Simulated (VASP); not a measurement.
Runs of VASP 6.6.1 on Ta. The structure is that of space group Im-3m (No. 229), or close to it. The cells are those of the table. 

```csv
task,cell,k mesh,cutoff (eV),smearing,gap on the mesh (eV),pressure (GPa)
single point,"a = 2.862 Å, angles 109.5°, 1 atom",26 × 26 × 26,520,gaussian 0.15 eV,none,0.8
relaxation of cell and atoms,"relaxed from a = 2.860 Å, angles 109.5°, 1 atom",18 × 18 × 18,600,gaussian 0.1 eV,none,0.0
single point,"a = 2.862 Å, angles 109.5°, 1 atom",18 × 18 × 18,520,gaussian 0.1 eV,none,0.6
single point,"a = 2.862 Å, angles 109.5°, 1 atom",28 × 28 × 28,520,gaussian 0.15 eV,none,0.8
single point,"a = 2.860 Å, angles 109.5°, 1 atom",8 × 8 × 8,520,gaussian 0.1 eV,none,(a)
single point,"a = 4.673, b = 4.673, c = 2.862 Å, angles 90.0, 35.3, 120.0°, 1 atom",9 × 9 × 35,520,gaussian 0.1 eV,none,0.8
```

Alike in all rows: level r2SCAN; potentials or basis VASP PAW PBE potentials, release 64 (Ta_pv); no spin polarisation.

**Question.** Fill in the values left out.

**Answer.** (a) -1.4.

Caveats: some runs use coarse meshes; the PAW data sets were made with another functional, which shifts forces and pressure a little; spin-orbit coupling is left out, which moves the levels of the heavy elements.

A k mesh can miss the band edges, and the runs leave out spin-orbit coupling on Ta.

A gap of «none» marks levels without a gap at the run's occupations.
